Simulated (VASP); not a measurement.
# GaSb (l) (F-43m) in VASP: single point with LDA

Aim: the single point of GaSb (l) with LDA.

Program: VASP 6.6.1. These are calculated values, not measurements. Logs are shortened: lines on timing, memory, paths and dates and some standing lists are left out, and cuts for length are marked.

**1. The cell of the first run**

Symmetry: F-43m, No. 216, cubic system. The conventional cell has a = 6.049 Å, b = 6.049 Å, c = 6.049 Å, α = 90.00°, β = 90.00°, γ = 90.00°. Within 3.5 Å of Ga (site symmetry -43m) lie 4 Sb at 2.62 Å. Sb (site symmetry -43m) has 4 Ga at 2.62 Å within 3.5 Å.

**2. Single point, LDA**

INCAR

```
SYSTEM = GaSb
PREC = Accurate
ENCUT = 500
EDIFF = 1E-6
ISMEAR = 0
SIGMA = 0.1
LREAL = .FALSE.
LASPH = .TRUE.
NELM = 120
ALGO = Normal
ISIF = 2
LWAVE = .FALSE.
LCHARG = .FALSE.
NBANDS = 16
GGA_COMPAT = .FALSE.
```

KPOINTS

```
Automatic mesh
0
G
  12 12 12
  0 0 0
```

POSCAR

```
GaSb
1.0
    0.0000000000      3.0243850670      3.0243850670
    3.0243850670      0.0000000000      3.0243850670
    3.0243850670      3.0243850670      0.0000000000
Ga Sb
1 1
Direct
    0.0000000000      0.0000000000      0.0000000000
    0.2500000000      0.2500000000      0.2500000000
```

Potentials or basis: VASP PAW LDA potentials, release 64 (Ga_d, Sb).

Launch:

```
> cat potpaw_LDA.64/Ga_d/POTCAR potpaw_LDA.64/Sb/POTCAR > POTCAR
> mpirun -np 1 vasp_std > vasp.out
```

OUTCAR:

```text
SYSTEM = GaSb
   PREC = Accurate
   ENCUT = 500
   EDIFF = 1E-6
   ISMEAR = 0
   LREAL = .FALSE.
   LASPH = .TRUE.
   NELM = 120
   ISIF = 2

 ion  position               nearest neighbor table
   1  0.000  0.000  0.000-   2 2.62   2 2.62   2 2.62   2 2.62
   2  0.250  0.250  0.250-   1 2.62   1 2.62   1 2.62   1 2.62

  LATTYP: Found a face centered cubic cell.
 ALAT       =     6.0487701340

  Lattice vectors:

 A1 = (   0.0000000000,   3.0243850670,   3.0243850670)
 A2 = (   3.0243850670,   0.0000000000,   3.0243850670)
 A3 = (   3.0243850670,   3.0243850670,   0.0000000000)

Analysis of symmetry for initial positions (statically):
=====================================================================
 Subroutine PRICEL returns:
 Original cell was already a primitive cell.

 Routine SETGRP: Setting up the symmetry group for a
 face centered cubic supercell.

 Subroutine GETGRP returns: Found 24 space group operations
 (whereof 24 operations were pure point group operations)
 out of a pool of 48 trial point group operations.

The static configuration has the point symmetry T_d .

Analysis of symmetry for dynamics (positions and initial velocities):
=====================================================================
 Subroutine PRICEL returns:
 Original cell was already a primitive cell.

 Routine SETGRP: Setting up the symmetry group for a
 face centered cubic supercell.

 Subroutine GETGRP returns: Found 24 space group operations
 (whereof 24 operations were pure point group operations)
 out of a pool of 48 trial point group operations.

The dynamic configuration has the point symmetry T_d .

 Subroutine INISYM returns: Found 24 space group operations
 (whereof 24 operations are pure point group operations),
 and found     1 'primitive' translations

----------------------------------------------------------------------------------------

                                     Primitive cell

  volume of cell :      55.3275

  direct lattice vectors                    reciprocal lattice vectors
     0.000000000  3.024385067  3.024385067    -0.165322864  0.165322864  0.165322864
     3.024385067  0.000000000  3.024385067     0.165322864 -0.165322864  0.165322864
     3.024385067  3.024385067  0.000000000     0.165322864  0.165322864 -0.165322864

  length of vectors
     4.277126380  4.277126380  4.277126380     0.286347599  0.286347599  0.286347599

  position of ions in fractional coordinates (direct lattice)
     0.000000000  0.000000000  0.000000000
     0.250000000  0.250000000  0.250000000

  ion indices of the primitive-cell ions
[... 76 lines left out ...]
   LREAL  =      F    real-space projection
   EDIFFG = 0.1E-04   stopping-criterion for IOM
   NSW    =      0    number of steps for IOM
   IBRION =     -1    ionic relax: 0-MD 1-quasi-New 2-CG
   NFREE  =      0    steps in history (QN), initial steepest desc. (CG)
   ISIF   =      2    stress and relaxation
   ISYM   =      2    0-nonsym 1-usesym 2-fastsym
   POTIM  = 0.5000    time-step for ionic-motion
   TEBEG  =    0.0;   TEEND  =   0.0 temperature during run
   PSTRESS=    0.0 pullay stress
   NELECT =      18.0000    total number of electrons
   NUPDOWN=      -1.0000    fix difference up-down
   EMIN   =  10.00;   EMAX   =-10.00  energy-range for DOS
   EFERMI =   0.00;   METHOD = LEGACY
   ISMEAR =     0;   SIGMA  =   0.10  broadening in eV -4-tet -1-fermi 0-gaus
   EFERMI_NEDOS =   21; number of points for ismear=-14 and -15
   IALGO  =     38    algorithm
   IMIX   =      4    mixing-type and parameters
     AMIX     =   0.40;   BMIX     =  1.00
     AMIX_MAG =   1.60;   BMIX_MAG =  1.00
  volume/ion in A,a.u.               =      27.66       186.68
  Fermi-wavevector in a.u.,A,eV,Ry     =   1.125949  2.127734 17.248927  1.267760
  Thomas-Fermi vector in A             =   2.262628
   LORBIT       =      0    0 simple, 1 ext, 2 COOP (PROOUT), +10 PAW based schemes
   GGA     = CA    functional components
   LHFCALC =     F    Hartree Fock is set to
   AEXX    =    0.0000 exact exchange contribution
   IVDW    =     0    specifies the selected vdW correction
   LEPSILON=     F    determine dielectric tensor
   LRPA    =     F    only Hartree local field effects (RPA)
 non-spin polarized calculation
 Gauss-broadening in eV      SIGMA  =   0.10
  energy-cutoff  :      500.00
  volume of cell :       55.33
 maximum number of plane-waves:      1424
   NGX = 15   NGY = 15   NGZ = 15

 number of electron      17.9999989 magnetization

 Free energy of the ion-electron system (eV)
  ---------------------------------------------------
  ext. energy  EPLUGINS =         0.00000000
  ---------------------------------------------------
  free energy    TOTEN  =        -8.67377385 eV

  energy without entropy =       -8.67369350  energy(sigma->0) =       -8.67373368

 E-fermi :   5.1259     XC(G=0):  -9.5446

 val. band max:        5.0362392999   @ k =   0.0000   0.0000   0.0000
 cond. band min:       5.1568023256   @ k =   0.0000   0.0000   0.0000
 fundamental gap:      0.1205630257
 Fermi energy:         5.1259325666

 k-point     1 :       0.0000    0.0000    0.0000
  band No.  band energies     occupation
      1     -10.1778      2.00000
      2     -10.1778      2.00000
      3     -10.1778      2.00000
      4     -10.1230      2.00000
      5     -10.1230      2.00000
      6      -6.7223      2.00000
[... 433 lines left out ...]
      3     -10.1622      2.00000
      4     -10.1250      2.00000
      5     -10.1233      2.00000
      6      -4.8119      2.00000
[... 8 lines left out ...]
     15      13.7305      0.00000
     16      14.1604      0.00000

 [... further k-points ...]

------------------------ aborting loop because EDIFF is reached ----------------------------------------

  FORCE on cell =-STRESS in cart. coord.  units (eV):
  Direction    XX          YY          ZZ          XY          YZ          ZX
  --------------------------------------------------------------------------------------
  -------------------------------------------------------------------------------------
  Total        0.0662403      0.0662403      0.0662403     -0.0000000     -0.0000000      0.0000000
  in kB        1.9181895      1.9181895      1.9181895     -0.0000000     -0.0000000      0.0000000
  external PRESSURE =       1.9181895 kB  Pullay stress =       0.0000000 kB

 VOLUME and BASIS-vectors are now :
 -----------------------------------------------------------------------------
  energy-cutoff  :      500.00
  volume of cell :       55.33
      direct lattice vectors                 reciprocal lattice vectors
     0.000000000  3.024385067  3.024385067    -0.165322864  0.165322864  0.165322864
     3.024385067  0.000000000  3.024385067     0.165322864 -0.165322864  0.165322864
     3.024385067  3.024385067  0.000000000     0.165322864  0.165322864 -0.165322864

 POSITION                                       TOTAL-FORCE (eV/Angst)
 -----------------------------------------------------------------------------------
      0.00000      0.00000      0.00000         0.000000      0.000000      0.000000
      1.51219      1.51219      1.51219        -0.000000     -0.000000     -0.000000
 -----------------------------------------------------------------------------------
    total drift:                                0.000000      0.000000      0.000001

  FREE ENERGIE OF THE ION-ELECTRON SYSTEM (eV)
  ---------------------------------------------------
  free  energy   TOTEN  =        -8.6737738520 eV

  energy  without entropy=       -8.6736934994  energy(sigma->0) =       -8.67373368
```

OSZICAR:

```text
N       E                     dE             d eps       ncg     rms          rms(c)
DAV:   1     0.829268085535E+02    0.82927E+02   -0.84766E+03  2328   0.136E+03
DAV:   2    -0.211816203105E+01   -0.85045E+02   -0.81987E+02  2752   0.300E+02
DAV:   3    -0.867953828228E+01   -0.65614E+01   -0.65473E+01  2752   0.660E+01
DAV:   4    -0.879964528045E+01   -0.12011E+00   -0.12009E+00  2840   0.101E+01
DAV:   5    -0.880249610939E+01   -0.28508E-02   -0.28508E-02  2896   0.139E+00    0.343E+00
DAV:   6    -0.871096291577E+01    0.91533E-01   -0.72428E-02  3432   0.420E+00    0.199E+00
DAV:   7    -0.867394466963E+01    0.37018E-01   -0.51561E-02  2672   0.175E+00    0.294E-01
DAV:   8    -0.867370137151E+01    0.24330E-03   -0.47485E-03  2768   0.800E-01    0.104E-01
DAV:   9    -0.867378030794E+01   -0.78936E-04   -0.34588E-04  2808   0.158E-01    0.421E-02
DAV:  10    -0.867377197614E+01    0.83318E-05   -0.18172E-05  3072   0.367E-02    0.142E-02
DAV:  11    -0.867377388490E+01   -0.19088E-05   -0.43974E-06  2696   0.188E-02    0.570E-03
DAV:  12    -0.867377385201E+01    0.32887E-07   -0.21066E-07  1664   0.339E-03
   1 F= -.86737739E+01 E0= -.86737337E+01  d E =-.803526E-04
```

Run time: 28 s. Hardware: 1 thread of Intel Xeon Platinum 8375C at 2.90GHz (Ice Lake), shared host; peak memory 0.19 GiB.

What came out:

```yaml
Free_energy: -8.6738 eV
Pressure: 0.2 GPa
```

Levels at points of the mesh, in eV from the Fermi level:
```tsv
k point	band 5	band 6	band 7	band 8	band 9	band 10	band 11	band 12	band 13	band 14
(0.00, 0.00, 0.00)	-15.25	-11.85	-0.09	-0.09	-0.09	0.03	2.65	2.65	2.65	5.55
(0.50, 0.00, 0.00)	-15.25	-10.14	-6.67	-1.30	-1.30	0.28	3.63	3.63	6.20	9.31
(0.50, 0.50, 0.00)	-15.24	-9.26	-7.10	-2.79	-2.79	0.71	1.01	8.71	8.71	10.10
```

Caveat: spin-orbit coupling is left out, which moves the levels of the heavy elements.
